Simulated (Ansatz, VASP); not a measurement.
# TiSi2: VASP beside Ansatz

Contents of INCAR:

```
ALGO = Normal ; EDIFF = 1E-7
ENCUT = 520 ; GGA = PE
ISIF = 2 ; ISMEAR = -1
LASPH = True ; LCHARG = False
LREAL = False ; LWAVE = False
NBANDS = 29 ; NELM = 100
PREC = Accurate ; SIGMA = 0.05
```

Contents of KPOINTS:

```
k-points
0
Gamma
  8 8 8
```

POSCAR

```
TiSi2
1.0
    1.7651050250     -6.7592815350      0.0000000000
    1.7651050250      6.7592815350      0.0000000000
    0.0000000000      0.0000000000      3.5651739700
Ti Si
2 4
Direct
    0.1031180800      0.8968819200      0.2500000000
    0.8968819200      0.1031180800      0.7500000000
    0.7503148200      0.2496851800      0.2500000000
    0.2496851800      0.7503148200      0.7500000000
    0.4417485500      0.5582514500      0.2500000000
    0.5582514500      0.4417485500      0.7500000000
```

File input.yaml:

```yaml
crystal:
  lattice:
    - [1.765105025, -6.759281535, 0.0]
    - [1.765105025, 6.759281535, 0.0]
    - [0.0, 0.0, 3.56517397]
  atoms:
    - { symbol: Ti, position: [0.10311808, 0.89688192, 0.25] }
    - { symbol: Ti, position: [0.89688192, 0.10311808, 0.75] }
    - { symbol: Si, position: [0.75031482, 0.24968518, 0.25] }
    - { symbol: Si, position: [0.24968518, 0.75031482, 0.75] }
    - { symbol: Si, position: [0.44174855, 0.55825145, 0.25] }
    - { symbol: Si, position: [0.55825145, 0.44174855, 0.75] }
hamiltonian:
  xc: pbe
  pseudopotentials: { kind: paw }
kpoints:
  mp_grid: { grid: [8, 8, 8] }
scf:
  occupations: { method: fermi_dirac, width: 0.05 }
output:
  forces: true
  stress: true
  eigenvalues: true
```

Alike in both runs: task single point; functional PBE; k mesh 8 × 8 × 8; occupations fermi-dirac, width 0.05 eV; no spin polarisation.

|  | VASP | Ansatz |
| --- | --- | --- |
| version | VASP 6.6.1 | Ansatz 0.2.0 |
| potentials or method | VASP PAW PBE potentials, release 64 (Ti_sv, Si) | Ansatz PAW |
| plane-wave cutoff (eV) | 520 | 420 |
| valence electrons in the cell | 40 | 40 |

```csv
,VASP,Ansatz,Ansatz less VASP
gap on the k mesh at the Fermi level (eV),none,none,-
pressure (GPa),1.8,1.9,+0.05
"traceless stress, the component that is largest in VASP (GPa)",0.30,0.32,+0.014
rms of the force components (eV/Å),0.060,0.064,+0.0037
```

Atom by atom the forces differ by 0.004 eV/Å (rms over components). A gap of «none» marks a metal or a gap that the smearing closes.
